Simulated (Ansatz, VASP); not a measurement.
## One calculation of SnO, two programs

File INCAR:

```
PREC = Accurate
ENCUT = 520
EDIFF = 1E-6
ISMEAR = -1
SIGMA = 0.02
LREAL = F
LASPH = T
NELM = 80
ALGO = Normal
ISIF = 2
LWAVE = F
LCHARG = T
GGA = PE
LELF = T
LVHAR = T
NBANDS = 17
```

Contents of KPOINTS:

```
Automatic mesh
0
Gamma
  6 6 6
```

The input POSCAR:

```
SnO
1.0
    0.0000000000      2.6826938220      2.6826938220
    2.6826938220      0.0000000000      2.6826938220
    2.6826938220      2.6826938220      0.0000000000
Sn O
1 1
Direct
    0.0000000000      0.0000000000      0.0000000000
    0.2500000000      0.2500000000      0.2500000000
```

Input for Ansatz:

```yaml
crystal:
  lattice:
    - [0.0, 2.682693822, 2.682693822]
    - [2.682693822, 0.0, 2.682693822]
    - [2.682693822, 2.682693822, 0.0]
  atoms:
    - { symbol: Sn, position: [0.0, 0.0, 0.0] }
    - { symbol: O, position: [0.25, 0.25, 0.25] }
kpoints:
  mp_grid: { grid: [6, 6, 6] }
hamiltonian:
  xc: pbe
scf:
  occupations: { method: fermi_dirac, width: 0.02 }
  n_extra_bands: 4
output:
  forces: true
  stress: true
  eigenvalues: true
```

Alike in both runs: task single point; functional PBE; k mesh 6 × 6 × 6; occupations fermi-dirac, width 0.02 eV; no spin polarisation.

```csv
,VASP,Ansatz
version,VASP 6.6.1,Ansatz 0.2.0
potentials or method,"VASP PAW PBE potentials, release 64 (Sn_d, O)","plane waves, PAW"
plane-wave cutoff (eV),520,420
valence electrons in the cell,20,20
```

```csv
,VASP,Ansatz,Ansatz less VASP
pressure (GPa),4.6,4.6,-0.07
```
